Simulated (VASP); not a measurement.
# HfO2: single point with PBE

Crystal: HfO2.

```
CELL_PARAMETERS angstrom
0.00000 2.51502 2.54892
2.51502 0.00000 2.54892
2.51502 2.51502 0.00000
ATOMIC_POSITIONS crystal
Hf 0.00000 0.00000 0.00000
O 0.25000 0.25000 0.25000
O 0.75000 0.75000 0.75000
```

This cell differs from its parent crystal: normal strain along x -0.0133, normal strain along y -0.0133.

* Program: VASP 6.6.1
* Task: single point
* Functional: PBE
* Potentials or basis: VASP PAW PBE potentials, release 64 (Hf_pv, O)
* Cutoff: 520 eV
* k mesh: 8 × 8 × 8
* Occupations: gaussian, width 0.05 eV
* Spin: no spin polarisation

```yaml
Pressure: 3.1 GPa
Band_gap_on_the_k_mesh: 3.77 eV, direct
```

Stress tensor (GPa, compression positive):
```
 5.18  0.00  0.00
 0.00  5.18  0.00
 0.00  0.00 -1.18
```

Levels at points of the mesh, in eV from the valence-band top:
| k point | band 8 | band 9 | band 10 | band 11 | band 12 | band 13 | band 14 | band 15 |
| --- | --- | --- | --- | --- | --- | --- | --- | --- |
| (0.00, 0.00, 0.00) | -5.45 | -0.78 | -0.60 | -0.60 | 3.77 | 3.93 | 5.88 | 10.49 |
| (0.50, 0.00, 0.00) | -3.11 | -2.80 | -1.90 | -1.88 | 4.57 | 4.63 | 7.03 | 9.05 |
| (0.50, 0.50, 0.00) | -3.53 | -1.55 | -1.55 | -0.15 | 3.78 | 5.51 | 6.54 | 8.14 |
| (0.50, 0.00, 0.50) | -3.50 | -1.73 | -1.49 | 0.00 | 3.77 | 5.52 | 6.75 | 8.18 |

Wall time 35 s on 1 thread of Intel(R) Xeon(R) Platinum 8259CL CPU @ 2.50GHz (Skylake/Cascade Lake) (shared host), peak memory 0.18 GiB.

Caveat: the cell differs from its parent crystal (normal strain along x -0.0133, normal strain along y -0.0133); spin-orbit coupling is left out, which moves the levels of the heavy elements. A k mesh can miss the band edges.
